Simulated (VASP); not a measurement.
# ScTaZn2 (R-3m) in VASP: single point with PBE

Aim: the single point of ScTaZn2 with PBE.

Everything below comes from runs of VASP 6.6.1. Logs are shortened: lines on timing, memory, paths and dates and some standing lists are left out, and cuts for length are marked.

### 1 The cell of the first run

It takes space group R-3m (No. 166, trigonal). Conventional cell: a = 2.833 Å, b = 2.833 Å, c = 30.756 Å, α = 90.00°, β = 90.00°, γ = 120.00°. Ta (site symmetry -3m) has 6 Ta at 2.83 Å and 6 Zn at 2.86 Å within 3.7 Å. Sc (site symmetry -3m) has 2 Zn at 2.78 Å and 6 Sc at 2.83 Å within 3.7 Å. Within 3.7 Å of Zn (site symmetry 3m) lie 1 Sc at 2.78 Å and 6 Zn at 2.83 Å and 3 Ta at 2.86 Å.

### 2 Single point, PBE

Contents of INCAR:

```
SYSTEM = ScTaZn2
ALGO = Normal ; EDIFF = 1E-6
ENCUT = 520 ; GGA = PE
ISIF = 2 ; ISMEAR = 1
LASPH = .TRUE. ; LCHARG = .TRUE.
LELF = .TRUE. ; LREAL = .FALSE.
LVHAR = .TRUE. ; LWAVE = .FALSE.
NBANDS = 31 ; NELM = 80
PREC = Accurate ; SIGMA = 0.2506
```

Contents of KPOINTS:

```
k-points
0
G
  6 6 6
  0 0 0
```

Contents of POSCAR:

```
ScTaZn2
1.0
    2.8325200566     -0.0000002292     -0.0000000714
   -1.4162598298      2.4530344403     -0.0000006443
    0.0000001261     -1.6353533751     10.2520436413
Ta Sc Zn
1 1 2
Direct
    0.5000000000      0.0000000000      0.5000000000
    0.0000000000      0.0000000000      0.0000000000
    0.0903909244      0.1807818489      0.2711727733
    0.9096090756      0.8192181511      0.7288272267
```

Potentials or basis: VASP PAW PBE potentials, release 64 (Ta_pv, Sc_sv, Zn).

The run is started by

```console
cat potpaw_PBE.64/Ta_pv/POTCAR potpaw_PBE.64/Sc_sv/POTCAR potpaw_PBE.64/Zn/POTCAR > POTCAR
mpirun -np 1 vasp_std > vasp.out
```

OUTCAR:

```text
SYSTEM = ScTaZn2
   EDIFF = 1E-6
   ENCUT = 520
   GGA = PE
   ISIF = 2
   ISMEAR = 1
   LASPH = .TRUE.
   LREAL = .FALSE.
   NELM = 80
   PREC = Accurate

 ion  position               nearest neighbor table
   1  0.500  0.000  0.500-   3 2.86   4 2.86   3 2.86   4 2.86   3 2.86   4 2.86
   2  0.000  0.000  0.000-   3 2.78   4 2.78
   3  0.090  0.181  0.271-   2 2.78   1 2.86   1 2.86   1 2.86
   4  0.910  0.819  0.729-   2 2.78   1 2.86   1 2.86   1 2.86

  LATTYP: Found a trigonal (rhomboedric) cell.
 ALAT       =    10.3816559125
 COS(alpha) =     0.9627794548

  Lattice vectors:

 A1 = (   0.0000001261,  -1.6353533751,  10.2520436413)
 A2 = (   1.4162603529,   0.8176808360,  10.2520429256)
 A3 = (  -1.4162597037,   0.8176810652,  10.2520429970)

Analysis of symmetry for initial positions (statically):
=====================================================================
 Subroutine PRICEL returns:
 Original cell was already a primitive cell.

 Routine SETGRP: Setting up the symmetry group for a
 trigonal (rhombohedral) supercell.

 Subroutine GETGRP returns: Found 12 space group operations
 (whereof 12 operations were pure point group operations)
 out of a pool of 12 trial point group operations.

The static configuration has the point symmetry D_3d.

Analysis of symmetry for dynamics (positions and initial velocities):
=====================================================================
 Subroutine PRICEL returns:
 Original cell was already a primitive cell.

 Routine SETGRP: Setting up the symmetry group for a
 trigonal (rhombohedral) supercell.

 Subroutine GETGRP returns: Found 12 space group operations
 (whereof 12 operations were pure point group operations)
 out of a pool of 12 trial point group operations.

The dynamic configuration has the point symmetry D_3d.

 Subroutine INISYM returns: Found 12 space group operations
 (whereof 12 operations are pure point group operations),
 and found     1 'primitive' translations

----------------------------------------------------------------------------------------

                                     Primitive cell

  volume of cell :      71.2340

  direct lattice vectors                    reciprocal lattice vectors
     2.832520057 -0.000000229 -0.000000071     0.353042531  0.203829171  0.032513779
    -1.416259830  2.453034440 -0.000000644     0.000000035  0.407658398  0.065027575
     0.000000126 -1.635353375 10.252043641     0.000000002  0.000000027  0.097541532

  length of vectors
     2.832520057  2.832520057 10.381655912     0.408952937  0.412812252  0.097541532

  position of ions in fractional coordinates (direct lattice)
     0.500000000  0.000000000  0.500000000
     0.000000000  0.000000000  0.000000000
     0.090390924  0.180781849  0.271172773
     0.909609076  0.819218151  0.728827227

  ion indices of the primitive-cell ions
   primitive index   ion index
                 1           1
                 2           2
                 3           3
                 4           4

----------------------------------------------------------------------------------------

 KPOINTS: k-points

Automatic generation of k-mesh.
 Grid dimensions read from file:
 generate k-points for:    6    6    6

 Generating k-lattice:

  Cartesian coordinates                     Fractional coordinates (reciprocal lattice)
     0.058840422  0.033971528  0.005418963     0.166666667  0.000000000 -0.000000000
     0.000000006  0.067943066  0.010837929     0.000000000  0.166666667 -0.000000000
     0.000000000  0.000000005  0.016256922    -0.000000000  0.000000000  0.166666667

  Length of vectors
     0.068158823  0.068802042  0.016256922

  Shift w.r.t. Gamma in fractional coordinates (k-lattice)
     0.000000000  0.000000000  0.000000000

 Subroutine IBZKPT returns following result:
 ===========================================

 Found     32 irreducible k-points:

 Following reciprocal coordinates:
            Coordinates               Weight
  0.000000  0.000000  0.000000      1.000000
  0.166667  0.000000 -0.000000      6.000000
  0.333333  0.000000 -0.000000      6.000000
  0.500000  0.000000 -0.000000      3.000000
 -0.000000  0.166667 -0.000000      6.000000
  0.166667  0.166667  0.000000     12.000000
[... 16 lines left out ...]
 -0.000000  0.333333  0.166667      6.000000
  0.166667  0.333333  0.166667     12.000000
 [... further k-points ...]
   k-points           NKPTS =     32   k-points in BZ     NKDIM =     32   number of bands    NBANDS=     31
   number of dos      NEDOS =    301   number of ions     NIONS =      4
   total plane-waves  NPLWV =  46080
   dimension x,y,z NGX =    24 NGY =   24 NGZ =   80
   dimension x,y,z NGXF=    48 NGYF=   48 NGZF=  160
   ions per type =               1   1   2
   NGX,Y,Z   is equivalent  to a cutoff of  14.09, 14.09, 12.81 a.u.
   NGXF,Y,Z  is equivalent  to a cutoff of  28.17, 28.17, 25.62 a.u.
 SYSTEM =  ScTaZn2
   PREC   = accura    normal or accurate (medium, high low for compatibility)
   ISTART =      0    job   : 0-new  1-cont  2-samecut
   ICHARG =      2    charge: 1-file 2-atom 10-const
   ISPIN  =      1    spin polarized calculation?
   LNONCOLLINEAR =      F non collinear calculations
   LSORBIT =      F    spin-orbit coupling
   LASPH  =      T    aspherical Exc in radial PAW
   ENCUT  =  520.0 eV  38.22 Ry    6.18 a.u.   5.27  5.27 19.30*2*pi/ulx,y,z
   NELM   =     80;   NELMIN=  2; NELMDL= -5     # of ELM steps
   EDIFF  = 0.1E-05   stopping-criterion for ELM
   LREAL  =      F    real-space projection
   EDIFFG = 0.1E-04   stopping-criterion for IOM
   NSW    =      0    number of steps for IOM
   IBRION =     -1    ionic relax: 0-MD 1-quasi-New 2-CG
   NFREE  =      0    steps in history (QN), initial steepest desc. (CG)
   ISIF   =      2    stress and relaxation
   ISYM   =      2    0-nonsym 1-usesym 2-fastsym
   POTIM  = 0.5000    time-step for ionic-motion
   TEBEG  =    0.0;   TEEND  =   0.0 temperature during run
   PSTRESS=    0.0 pullay stress
   NELECT =      46.0000    total number of electrons
   NUPDOWN=      -1.0000    fix difference up-down
   EMIN   =  10.00;   EMAX   =-10.00  energy-range for DOS
   EFERMI =   0.00;   METHOD = LEGACY
   ISMEAR =     1;   SIGMA  =   0.25  broadening in eV -4-tet -1-fermi 0-gaus
   EFERMI_NEDOS =   21; number of points for ismear=-14 and -15
   IALGO  =     38    algorithm
   IMIX   =      4    mixing-type and parameters
     AMIX     =   0.40;   BMIX     =  1.00
     AMIX_MAG =   1.60;   BMIX_MAG =  1.00
  volume/ion in A,a.u.               =      17.81       120.18
  Fermi-wavevector in a.u.,A,eV,Ry     =   1.415028  2.674016 27.243011  2.002305
  Thomas-Fermi vector in A             =   2.536509
   LORBIT       =      0    0 simple, 1 ext, 2 COOP (PROOUT), +10 PAW based schemes
   GGA     = PE    functional components
   LHFCALC =     F    Hartree Fock is set to
   AEXX    =    0.0000 exact exchange contribution
   IVDW    =     0    specifies the selected vdW correction
   LEPSILON=     F    determine dielectric tensor
   LRPA    =     F    only Hartree local field effects (RPA)
 non-spin polarized calculation
 Methfessel and Paxton  Order N= 1 SIGMA  =   0.25
  energy-cutoff  :      520.00
  volume of cell :       71.23
 maximum number of plane-waves:      1938
 NGX is ok and might be reduce to    24
   NGX = 11   NGY = 11   NGZ = 39

 number of electron      46.0000021 magnetization

 Free energy of the ion-electron system (eV)
  ---------------------------------------------------
  ext. energy  EPLUGINS =         0.00000000
  ---------------------------------------------------
  free energy    TOTEN  =       -19.04014721 eV

  energy without entropy =      -19.03876370  energy(sigma->0) =      -19.03968604

 E-fermi :   4.0262     XC(G=0): -11.3540

 val. band max:        4.0028039292   @ k =   0.3333   0.1667   0.0000
 cond. band min:       4.0367739348   @ k =  -0.0000   0.1667   0.1667
 fundamental gap:      0.0339700056
 Fermi energy:         4.0262162922

 k-point     1 :       0.0000    0.0000    0.0000
  band No.  band energies     occupation
      1     -45.0526      2.00000
      2     -30.4417      2.00000
      3     -29.4804      2.00000
      4     -29.4804      2.00000
      5     -23.7646      2.00000
      6     -23.1141      2.00000
[... 23 lines left out ...]
     30       8.1792     -0.00000
     31       8.2639     -0.00000

 k-point     2 :       0.1667    0.0000   -0.0000
  band No.  band energies     occupation
      1     -45.0007      2.00000
      2     -30.3926      2.00000
      3     -29.8111      2.00000
      4     -29.5549      2.00000
      5     -23.7180      2.00000
      6     -23.4026      2.00000
[... 23 lines left out ...]
     30       7.8685     -0.00000
     31       8.0411     -0.00000

 k-point     3 :       0.3333    0.0000   -0.0000
  band No.  band energies     occupation
      1     -44.8953      2.00000
      2     -30.4315      2.00000
      3     -30.2931      2.00000
      4     -29.7007      2.00000
      5     -23.9522      2.00000
      6     -23.6238      2.00000
[... 23 lines left out ...]
     30       8.5678     -0.00000
     31       8.6822     -0.00000

 k-point     4 :       0.5000    0.0000   -0.0000
  band No.  band energies     occupation
      1     -44.8417      2.00000
      2     -30.7238      2.00000
      3     -30.2427      2.00000
      4     -29.7722      2.00000
      5     -24.2153      2.00000
      6     -23.5760      2.00000
[... 23 lines left out ...]
     30       9.0956      0.00000
     31       9.4881      0.00000

 k-point     5 :      -0.0000    0.1667   -0.0000
  band No.  band energies     occupation
      1     -45.0007      2.00000
      2     -30.3926      2.00000
      3     -29.8111      2.00000
      4     -29.5549      2.00000
      5     -23.7180      2.00000
      6     -23.4026      2.00000
[... 23 lines left out ...]
     30       7.7599     -0.00000
     31       8.0474     -0.00000
[... 542 lines left out ...]
     30       8.3983     -0.00000
     31       8.4423     -0.00000

 k-point    22 :       0.5000    0.1667    0.1667
  band No.  band energies     occupation
      1     -44.8418      2.00000
      2     -30.5715      2.00000
      3     -30.2428      2.00000
      4     -29.9441      2.00000
      5     -24.0771      2.00000
      6     -23.5762      2.00000
[... 23 lines left out ...]
     30       8.3577     -0.00000
     31       8.8965     -0.00000

 k-point    23 :      -0.0000    0.3333    0.1667
  band No.  band energies     occupation
      1     -44.8953      2.00000
      2     -30.4315      2.00000
      3     -30.2931      2.00000
      4     -29.7007      2.00000
      5     -23.9523      2.00000
      6     -23.6238      2.00000
[... 23 lines left out ...]
     30       8.4765     -0.00000
     31       8.8017     -0.00000

 k-point    24 :       0.1667    0.3333    0.1667
  band No.  band energies     occupation
      1     -44.8418      2.00000
      2     -30.5715      2.00000
      3     -30.2428      2.00000
      4     -29.9441      2.00000
      5     -24.0771      2.00000
      6     -23.5762      2.00000
[... 23 lines left out ...]
     30       8.5545     -0.00000
     31       8.8889     -0.00000

 [... further k-points ...]
[... 5 lines left out ...]
  --------------------------------------------------------------------------------------
  -------------------------------------------------------------------------------------
  Total        2.3661413      2.3661413      2.2631174      0.0000000     -0.0000000     -0.0000000
  in kB       53.2186932     53.2186932     50.9015037      0.0000000     -0.0000006     -0.0000001
  external PRESSURE =      52.4462967 kB  Pullay stress =       0.0000000 kB

 VOLUME and BASIS-vectors are now :
 -----------------------------------------------------------------------------
  energy-cutoff  :      520.00
  volume of cell :       71.23
      direct lattice vectors                 reciprocal lattice vectors
     2.832520057 -0.000000229 -0.000000071     0.353042531  0.203829171  0.032513779
    -1.416259830  2.453034440 -0.000000644     0.000000035  0.407658398  0.065027575
     0.000000126 -1.635353375 10.252043641     0.000000002  0.000000027  0.097541532

 POSITION                                       TOTAL-FORCE (eV/Angst)
 -----------------------------------------------------------------------------------
      1.41626     -0.81768      5.12602         0.000000      0.000000     -0.000000
      0.00000      0.00000      0.00000         0.000000      0.000000     -0.000000
      0.00000      0.00000      2.78007         0.000000      0.000000      0.002734
      1.41626      0.81768      7.47197        -0.000000     -0.000000     -0.002734
 -----------------------------------------------------------------------------------
    total drift:                                0.000000     -0.000000      0.000000

  FREE ENERGIE OF THE ION-ELECTRON SYSTEM (eV)
  ---------------------------------------------------
  free  energy   TOTEN  =       -19.0401472079 eV

  energy  without entropy=      -19.0387636973  energy(sigma->0) =      -19.03968604
```

Wall time 2.1 min (1 thread of Intel Xeon 8259CL, shared host); peak memory 0.25 GiB.

Results:

```
Free energy            : -19.0401 eV
Pressure               : 5.2 GPa
Band gap on the k mesh : zero (bands 23 and 24 overlap by 0.36 eV)
```

Forces on the atoms (eV/Å):
```
Ta   0.000  0.000  0.000
Sc   0.000  0.000  0.000
Zn   0.000  0.000  0.003
Zn   0.000  0.000 -0.003
```

Caveat: the k points lie up to 0.43 Å⁻¹ apart; so wide a smearing shifts energies and pressures; spin-orbit coupling is left out, which moves the levels of the heavy elements.

The gap in the log of VASP goes by the Fermi energy; the results here count the filled bands.